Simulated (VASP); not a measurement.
Write the native input for VASP 6.6.1 that does the following.

```yaml
Task: single point
Functional: PBE
Potentials_or_basis: VASP PAW PBE potentials, release 64 (Zr_sv, Te, Pd)
Cutoff: 520 eV
k_mesh: 6 × 6 × 2
Occupations: gaussian, width 0.2 eV
Spin: no spin polarisation
Dipole_correction: no
Further_INCAR_settings: ALGO = Normal; EDIFF = 1e-06; NBANDS = 40
```

The structure of Zr2Te3Pd2 lies in POSCAR:

```
Zr2Te3Pd2
1.0
    4.2365460351      0.0000000000      0.0000000000
   -2.1182730175      3.6689564907      0.0000000000
    0.0000000000      0.0000000000     10.6093196650
Zr Te Pd
2 3 2
Direct
    0.3333333333      0.6666666667      0.1477239709
    0.6666666667      0.3333333333      0.8522760291
    0.3333333333      0.6666666667      0.6870119385
    0.6666666667      0.3333333333      0.3129880615
    0.0000000000      0.0000000000      1.0000000000
    0.6666666667      0.3333333333      0.5770482423
    0.3333333333      0.6666666667      0.4229517577
```

The input as run:

INCAR

```
PREC = Accurate
ENCUT = 520
EDIFF = 1E-6
ISMEAR = 0
SIGMA = 0.2
LREAL = F
LASPH = T
NELM = 100
ALGO = Normal
ISIF = 2
LWAVE = F
LCHARG = F
GGA = PE
NBANDS = 40
```

KPOINTS

```
Automatic mesh
0
Gamma
  6 6 2
```

Potentials or basis: VASP PAW PBE potentials, release 64 (Zr_sv, Te, Pd).

Run with:

```console
$ cat potpaw_PBE.64/Zr_sv/POTCAR potpaw_PBE.64/Te/POTCAR potpaw_PBE.64/Pd/POTCAR > POTCAR
$ mpirun -np 1 vasp_std > vasp.out
```

Results of the run:

```yaml
Pressure: -0.1 GPa
Largest_force: 0.083 eV/Å
Band_gap_on_the_k_mesh: zero (band 31 reaches 9.02 eV, above the bottom of band 32 at 8.75 eV)
```

Caveat: spin-orbit coupling is left out, which moves the levels of the heavy elements.

Wall time 72 s on 1 thread of Intel(R) Xeon(R) 6975P-C (Granite Rapids) (shared host), peak memory 0.33 GiB.
